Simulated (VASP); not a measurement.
Bi, 2 atoms in the cell. It takes space group R-3m (No. 166, trigonal). Conventional cell: a = 4.522 Å, b = 4.522 Å, c = 12.065 Å, α = 90.00°, β = 90.00°, γ = 120.00°. Bi (site symmetry 3m) has 6 Bi at 3.06 to 3.56 Å within 4.0 Å. 

- Program: VASP 6.6.1
- Task: single point
- Functional: r2SCAN
- Dispersion: rVV10
- Potentials or basis: VASP PAW PBE potentials, release 64 (Bi_d)
- Cutoff: 520 eV
- k mesh: 6 × 6 × 6
- Occupations: fermi-dirac, width 0.02 eV
- Spin: no spin polarisation
- Dipole correction: no
- Further INCAR settings: ALGO = Normal; EDIFF = 1e-06; NBANDS = 22

Potentials or basis: VASP PAW PBE potentials, release 64 (Bi_d).

The run is started by

```console
$ cat potpaw_PBE.64/Bi_d/POTCAR > POTCAR
$ cp INCAR.step1 INCAR
$ mpirun -np 1 vasp_std > vasp.out
$ cp INCAR.step2 INCAR
$ mpirun -np 1 vasp_std > vasp.out
```

Hardware: 1 thread of Intel(R) Xeon(R) 6975P-C (Granite Rapids) (shared host).

Task: Estimate the wall time of this run.

Result: Wall time 2.1 min on 1 thread of Intel(R) Xeon(R) 6975P-C (Granite Rapids), on a shared host, peak memory 0.4 GiB. Counts: k points 32.
